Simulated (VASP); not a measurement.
# Be (Fd-3m) in VASP: further runs, part 3 of 3

VASP 6.6.1. The steps go on from the part before.

### Step 5. Relaxation of cell and atoms, PBE, target pressure 420 GPa, at which the enthalpy is minimised

Contents of INCAR:

```
SYSTEM = Be
ALGO     = Normal         ! electronic algorithm
EDIFF    = 1E-6           ! SCF threshold, eV
EDIFFG   = -0.005         ! ionic threshold
ENCUT    = 600            ! plane-wave cutoff, eV
GGA      = PE             ! functional
IBRION   = 2              ! ionic algorithm
ISIF     = 3              ! what is computed and relaxed
ISMEAR   = -1             ! smearing method
LASPH    = .TRUE.         ! aspherical terms in the spheres
LCHARG   = .FALSE.        ! write CHGCAR
LREAL    = .FALSE.        ! projectors in reciprocal space
LWAVE    = .FALSE.        ! write WAVECAR
NELM     = 80             ! most SCF steps
NSW      = 32             ! ionic steps
PREC     = Accurate       ! precision mode
PSTRESS  = 4200.0       
SIGMA    = 0.08           ! smearing width, eV
```

Contents of KPOINTS:

```
k-points
0
G
  20 20 20
  0 0 0
```

Contents of POSCAR:

```
Be
1.0
    0.0000000000      1.6114472540      1.6114472540
    1.6114472540      0.0000000000      1.6114472540
    1.6114472540      1.6114472540      0.0000000000
Be
2
Direct
   -0.1250000000     -0.1250000000     -0.1250000000
    0.1250000000      0.1250000000      0.1250000000
```

Potentials or basis: VASP PAW PBE potentials, release 64 (Be).

Run with:

```
> cat potpaw_PBE.64/Be/POTCAR > POTCAR
> mpirun -np 1 vasp_std > vasp.out
```

OUTCAR:

```text
SYSTEM = Be
   EDIFF = 1E-6
   EDIFFG = -0.005
   ENCUT = 600
   GGA = PE
   IBRION = 2
   ISIF = 3
   ISMEAR = -1
   LASPH = .TRUE.
   LREAL = .FALSE.
   NELM = 80
   NSW = 32
   PREC = Accurate
   PSTRESS = 4200.0

 ion  position               nearest neighbor table
   1  0.875  0.875  0.875-   2 1.40   2 1.40   2 1.40   2 1.40
   2  0.125  0.125  0.125-   1 1.40   1 1.40   1 1.40   1 1.40

  LATTYP: Found a face centered cubic cell.
 ALAT       =     3.2228945080

  Lattice vectors:

 A1 = (   0.0000000000,   1.6114472540,   1.6114472540)
 A2 = (   1.6114472540,   0.0000000000,   1.6114472540)
 A3 = (   1.6114472540,   1.6114472540,   0.0000000000)

Analysis of symmetry for initial positions (statically):
=====================================================================
 Subroutine PRICEL returns:
 Original cell was already a primitive cell.

 Routine SETGRP: Setting up the symmetry group for a
 face centered cubic supercell.

 Subroutine GETGRP returns: Found 48 space group operations
 (whereof 12 operations were pure point group operations)
 out of a pool of 48 trial point group operations.

The static configuration has the point symmetry D_3d.
 The point group associated with its full space group is O_h .

Analysis of symmetry for dynamics (positions and initial velocities):
=====================================================================
 Subroutine PRICEL returns:
 Original cell was already a primitive cell.

 Routine SETGRP: Setting up the symmetry group for a
 face centered cubic supercell.

 Subroutine GETGRP returns: Found 48 space group operations
 (whereof 12 operations were pure point group operations)
 out of a pool of 48 trial point group operations.

The dynamic configuration has the point symmetry D_3d.
 The point group associated with its full space group is O_h .

 Subroutine INISYM returns: Found 48 space group operations
[... 122 lines left out ...]
   GGA     = PE    functional components
   LHFCALC =     F    Hartree Fock is set to
   AEXX    =    0.0000 exact exchange contribution
   IVDW    =     0    specifies the selected vdW correction
   LEPSILON=     F    determine dielectric tensor
   LRPA    =     F    only Hartree local field effects (RPA)
 conjugate gradient relaxation of ions
 non-spin polarized calculation
  energy-cutoff  :      600.00
  volume of cell :        8.37
 maximum number of plane-waves:       295
   NGX =  9   NGY =  9   NGZ =  9

--------------------------------------- Ionic step        1  -------------------------------------------

 number of electron       4.0000000 magnetization

 Free energy of the ion-electron system (eV)
  ---------------------------------------------------
  ext. energy  EPLUGINS =         0.00000000
  ---------------------------------------------------
  free energy    TOTEN  =         6.85193751 eV

  energy without entropy =        6.87013492  energy(sigma->0) =        6.86103622

------------------------ aborting loop because EDIFF is reached ----------------------------------------

  FORCE on cell =-STRESS in cart. coord.  units (eV):
  Direction    XX          YY          ZZ          XY          YZ          ZX
  --------------------------------------------------------------------------------------
  -------------------------------------------------------------------------------------
  Total       22.2420387     22.2420387     22.2420387     -0.0000000     -0.0000000      0.0000000
  in kB     4258.0121238   4258.0121238   4258.0121238     -0.0000000     -0.0000000      0.0000000
  external PRESSURE =      58.0121238 kB  Pullay stress =    4200.0000000 kB
[... 63 lines left out ...]
--------------------------------------- Ionic step        3  -------------------------------------------

 number of electron       4.0000000 magnetization

 Free energy of the ion-electron system (eV)
  ---------------------------------------------------
  ext. energy  EPLUGINS =         0.00000000
  ---------------------------------------------------
  free energy    TOTEN  =         6.71994556 eV

  energy without entropy =        6.73820125  energy(sigma->0) =        6.72907340

 E-fermi :  13.5102     XC(G=0): -12.8563

 val. band max:       13.4758559487   @ k =  -0.4000   0.4500   0.1000
 cond. band min:      13.5155190976   @ k =  -0.3500   0.4500   0.1500
 fundamental gap:      0.0396631490
 Fermi energy:        13.5102381675

 k-point     1 :       0.0000    0.0000    0.0000
  band No.  band energies     occupation
      1      -0.7568      2.00000
      2      24.2918      0.00000
      3      24.2918      0.00000
      4      24.2918      0.00000
      5      28.1379      0.00000
      6      28.1379      0.00000
[... 199 lines left out ...]
 k-point    24 :      -0.3500    0.0500    0.0000
  band No.  band energies     occupation
      1       1.7709      2.00000
      2      11.7349      2.00000
      3      19.2286      0.00000
      4      20.4720      0.00000
      5      29.8482      0.00000
      6      30.3493      0.00000

 [... further k-points ...]

------------------------ aborting loop because EDIFF is reached ----------------------------------------

  FORCE on cell =-STRESS in cart. coord.  units (eV):
  Direction    XX          YY          ZZ          XY          YZ          ZX
  --------------------------------------------------------------------------------------
  -------------------------------------------------------------------------------------
  Total       22.0696114     22.0696114     22.0696114      0.0000000     -0.0000000      0.0000000
  in kB     4199.9060129   4199.9060129   4199.9060129      0.0000000     -0.0000000      0.0000000
  external PRESSURE =      -0.0939871 kB  Pullay stress =    4200.0000000 kB
[... 21 lines left out ...]
  energy  without entropy=        6.7382012497  energy(sigma->0) =        6.72907340

  enthalpy is  TOTEN    =        28.7900508200 eV   P V=       22.0701052621

 reached required accuracy - stopping structural energy minimisation
```

OSZICAR:

```text
N       E                     dE             d eps       ncg     rms          rms(c)
DAV:   1     0.143176820579E+02    0.14318E+02   -0.21195E+03  3102   0.676E+02
DAV:   2     0.641396218472E+01   -0.79037E+01   -0.75685E+01  4404   0.993E+01
DAV:   3     0.636327063486E+01   -0.50692E-01   -0.47675E-01  3798   0.674E+00
DAV:   4     0.636321004566E+01   -0.60589E-04   -0.60589E-04  4152   0.199E-01
[... 14 lines left out ...]
       N       E                     dE             d eps       ncg     rms          rms(c)
DAV:   1     0.671979514169E+01    0.34690E+00   -0.13166E-02  3108   0.136E+00    0.678E-02
DAV:   2     0.671989285810E+01    0.97716E-04   -0.10653E-04  3756   0.101E-01    0.410E-02
DAV:   3     0.671994583070E+01    0.52973E-04   -0.30075E-05  3270   0.549E-02    0.162E-03
DAV:   4     0.671994555791E+01   -0.27279E-06   -0.96068E-08  1974   0.399E-03
   3 F= 0.28790051E+02 E0= 0.28799179E+02  d E =-.894759E-03
```

It took 31 s on 1 thread of Intel Xeon Platinum 8259CL at 2.50GHz (Skylake/Cascade Lake), shared host; peak memory 0.12 GiB.

Results:

| Property | Result |
| --- | --- |
| Free energy | 6.7199 eV |
| Relaxed volume | 4.21 Å³/atom |
| Relaxed cell | a = 2.283 Å, b = 2.283 Å, c = 2.283 Å, α = 60.00°, β = 60.00°, γ = 60.00° |
| Space group after relaxing (to 0.1 Å) | Fd-3m (No. 227) |
| Energy change on relaxing (the run minimises the enthalpy) | -66.0 meV/atom |
| Ionic steps | 3 |
| Pressure after relaxing | 420.0 GPa |
| Band gap on the k mesh | zero (bands 2 and 3 overlap by 11.62 eV) |

Step by step:
| step | energy change (eV) | largest force (eV/Å) | pressure (GPa) | volume (Å³) |
| --- | --- | --- | --- | --- |
| 1 | 0.0000 | 0.0000 | 425.80 | 8.37 |
| 2 | -0.4790 | 0.0000 | 404.81 | 8.55 |
| 3 | -0.1320 | 0.0000 | 419.99 | 8.42 |

Final structure:
```cif
data_structure
_symmetry_space_group_name_H-M 'P 1'
_symmetry_Int_Tables_number 1
_cell_length_a 2.2835
_cell_length_b 2.2835
_cell_length_c 2.2835
_cell_angle_alpha 60.000
_cell_angle_beta 60.000
_cell_angle_gamma 60.000
_cell_volume 8.42
loop_
_atom_site_label
_atom_site_type_symbol
_atom_site_fract_x
_atom_site_fract_y
_atom_site_fract_z
_atom_site_occupancy
Be1 Be 0.87500 0.87500 0.87500 1
Be2 Be 0.12500 0.12500 0.12500 1
```

Caveat: the cell is relaxed towards a set pressure, so the run minimises the enthalpy, not the energy.

### Step 6. Overview

| task | cell | cutoff (eV) | gap on the mesh (eV) | pressure (GPa) |
| --- | --- | --- | --- | --- |
| single point | a = 2.279 Å, angles 60.0°, 2 atoms | 520 | none | 425.8 |
| single point | a = 2.280 Å, angles 60.0°, 2 atoms | 520 | none | 423.9 |
| relaxation of cell and atoms | relaxed to 420 GPa from a = 2.151 Å, angles 60.0°, 2 atoms | 600 | none | 420.0 |
| relaxation of cell and atoms | relaxed to 420 GPa from a = 2.279 Å, angles 60.0°, 2 atoms | 600 | none | 420.0 |

Alike in all rows: level PBE; potentials or basis VASP PAW PBE potentials, release 64 (Be); no spin polarisation; k mesh 20 × 20 × 20; smearing fermi-dirac 0.08 eV.

Caveats: the cell stands under pressure (at least some runs); the cell is relaxed towards a set pressure, so the run minimises the enthalpy, not the energy (at least some runs); the volume moved by over 15 % at a fixed basis, so the end points are rough (at least some runs).

Total energies depend on the potentials used, so only differences within one code and one set of settings carry meaning.
